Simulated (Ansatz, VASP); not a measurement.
**ZnS: VASP beside Ansatz**

```xyz
8
Lattice="3.8079 0.0000 0.0000 -1.9039 3.2977 0.0000 0.0000 0.0000 12.4629" Properties=species:S:1:pos:R:3 pbc="T T T"
Zn    0.0000    0.0000    0.0006
Zn    0.0000    0.0000    6.2321
Zn    0.0000    2.1985    3.1160
Zn    1.9039    1.0992    9.3475
S     0.0000    0.0000    2.3342
S     0.0000    0.0000    8.5656
S     0.0000    2.1985    5.4542
S     1.9039    1.0992   11.6857
```

Alike in both runs: task single point; functional PBE; k mesh 6 × 6 × 2; no spin polarisation.

|  | VASP | Ansatz |
| --- | --- | --- |
| version | VASP 6.6.1 | Ansatz 0.2.0 |
| potentials or method | VASP PAW PBE potentials, release 64 (Zn, S) | plane waves, PAW |
| plane-wave cutoff (eV) | 520 | 420 |
| occupations | gaussian, width 0.01 eV | fixed |
| valence electrons in the cell | 72 | 72 |

VASP gave:

| Quantity | Value |
| --- | --- |
| gap on the k mesh at the Fermi level (eV) | 2.19 |
| pressure (GPa) | 2.5 |
| rms of the force components (eV/Å) | 0.005 |

**Question.** Estimate Ansatz's values.

**Answer.** gap on the k mesh at the Fermi level (eV): 2.18; pressure (GPa): 2.3; rms of the force components (eV/Å): 0.005.

Atom by atom the forces differ by 0.000 eV/Å (rms over components).
